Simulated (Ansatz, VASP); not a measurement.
Si3Se2 in VASP and in Ansatz

```xyz
10
Lattice="3.6157 2.0875 6.3264 -3.6157 2.0875 6.3264 0.0000 -4.1751 6.3264" Properties=species:S:1:pos:R:3 pbc="T T T"
Si    1.6650    0.0000    4.7448
Si   -0.8325    1.4419    4.7448
Si   -0.8325   -1.4419    4.7448
Si   -1.6650    0.0000   14.2343
Si    0.8325   -1.4419   14.2343
Si    0.8325    1.4419   14.2343
Se    0.0000    0.0000    6.5720
Se    0.0000    0.0000    2.9175
Se    0.0000    0.0000   12.4070
Se    0.0000    0.0000   16.0616
```

Alike in both runs: functional PBE; k mesh 6 × 6 × 6; occupations gaussian, width 0.1 eV; no spin polarisation.

Ansatz relaxed the structure, and its values are those at the end. VASP's run is a single point on that final structure, the one shown.

```csv
,VASP,Ansatz
version,VASP 6.6.1,Ansatz 0.2.0
potentials or method,"VASP PAW PBE potentials, release 64 (Si, Se), cutoff 520 eV","scalar-relativistic, plane waves, PAW"
valence electrons in the cell,48,88
```

|  | VASP | Ansatz | Ansatz less VASP |
| --- | --- | --- | --- |
| gap on the k mesh at the Fermi level (eV) | none | none | - |
| pressure (GPa) | 0.0 | 0.0 | -0.01 |
| rms of the force components (eV/Å) | 0.007 | 0.003 | -0.0037 |

A gap of «none» marks a metal or a gap that the smearing closes. VASP's potentials hold 48 valence electrons a cell and Ansatz's 88, so a difference there can come from the potentials and not from the codes.
